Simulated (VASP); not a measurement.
Runs of VASP 6.6.1 on Au. The structure is that of space group Fm-3m (No. 225), or close to it. The cells are those of the table. 

```tsv
task	cell	k mesh	cutoff (eV)	smearing	gap on the mesh (eV)	pressure (GPa)	relaxed volume (Å³/atom)
single point	a = 2.888 Å, angles 60.0°, 1 atom	18 × 18 × 18	520	tetrahedron	none	-0.3	-
relaxation of cell and atoms	relaxed from a = 2.891 Å, angles 60.0°, 1 atom	18 × 18 × 18	600	gaussian 0.1 eV	none	0.0	17.01
single point	a = 2.950 Å, angles 60.0°, 1 atom	8 × 8 × 8	520	gaussian 0.1 eV	none	(a)	-
single point	a = 2.891 Å, angles 60.0°, 1 atom	8 × 8 × 8	520	gaussian 0.1 eV	none	0.1	-
relaxation of cell and atoms	relaxed from a = 2.950 Å, angles 60.0°, 1 atom	8 × 8 × 8	600	gaussian 0.1 eV	none	-0.2	17.12
single point	a = 2.888 Å, angles 60.0°, 1 atom	18 × 18 × 18	520	gaussian 0.1 eV	none	-0.3	-
```

Alike in all rows: level PBEsol; potentials or basis VASP PAW PBE potentials, release 64 (Au); no spin polarisation.

Question: Fill in the values left out.

Answer: (a) -8.8.

Caveats: the PAW data sets were made with another functional, which shifts forces and pressure a little; spin-orbit coupling is left out, which moves the levels of the heavy elements.

A k mesh can miss the band edges, and the runs leave out spin-orbit coupling on Au.

A gap of «none» marks levels without a gap at the run's occupations.
